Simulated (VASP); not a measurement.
Ge:

```
CELL_PARAMETERS angstrom
3.47965 0.00000 0.00000
-1.73982 3.01346 0.00000
0.00000 0.00000 6.04303
ATOMIC_POSITIONS crystal
Ge 0.00000 0.00000 0.78169
Ge 0.00000 0.00000 0.21831
```

| Property | Result |
| --- | --- |
| Program | VASP 6.6.1 |
| Task | relaxation of cell and atoms |
| Functional | PBE |
| Potentials or basis | VASP PAW PBE potentials, release 64 (Ge_d) |
| Cutoff | 600 eV |
| k mesh | 6 × 6 × 4 |
| Occupations | gaussian, width 0.1 eV |
| Spin | no spin polarisation |

At the start: pressure -8.2 GPa; volume 31.68 Å³/atom.

Where does the relaxation end?

Over 18 steps the energy falls by 706.6 meV/atom and the volume is 19.69 Å³/atom (-37.9 %); space group P6/mmm (No. 191, to 0.05 Å).

The path:
```tsv
step	energy change (eV)	largest force (eV/Å)	pressure (GPa)	volume (Å³)
1	0.0000	0.3376	-8.18	63.37
2	-0.7366	1.1467	-6.29	49.63
3	-1.0543	2.1133	5.62	38.24
4	-1.1517	1.1251	13.06	34.57
5	-1.1793	1.5042	9.90	35.71
6	-1.3403	0.7282	3.24	38.13
7	-1.3743	0.4090	0.14	39.72
8	-1.3765	0.3327	-0.98	40.24
9	-1.3764	0.3479	-0.75	40.15
10	-1.3824	0.3198	-0.53	39.90
11	-1.3960	0.2683	0.69	39.15
12	-1.3931	0.0781	3.32	37.69
13	-1.4012	0.1829	1.88	38.56
14	-1.4054	0.1358	1.70	38.59
15	-1.4100	0.0005	1.54	38.65
16	-1.4101	0.0155	1.39	38.65
17	-1.4116	0.0049	1.02	38.85
18	-1.4133	0.0167	-0.02	39.38
```

Final structure:
```yaml
crystal:
  lattice:
    - [2.83568, 0.00000, 0.00000]
    - [-1.41784, 2.45577, 0.00000]
    - [0.00000, 0.00000, 5.65492]
  atoms:
    - { symbol: Ge, position: [0.00000, 0.00000, 0.75027] }
    - { symbol: Ge, position: [0.00000, 0.00000, 0.24973] }
```

Caveat: the volume moved by over 15 % at a fixed basis, so the end points are rough.
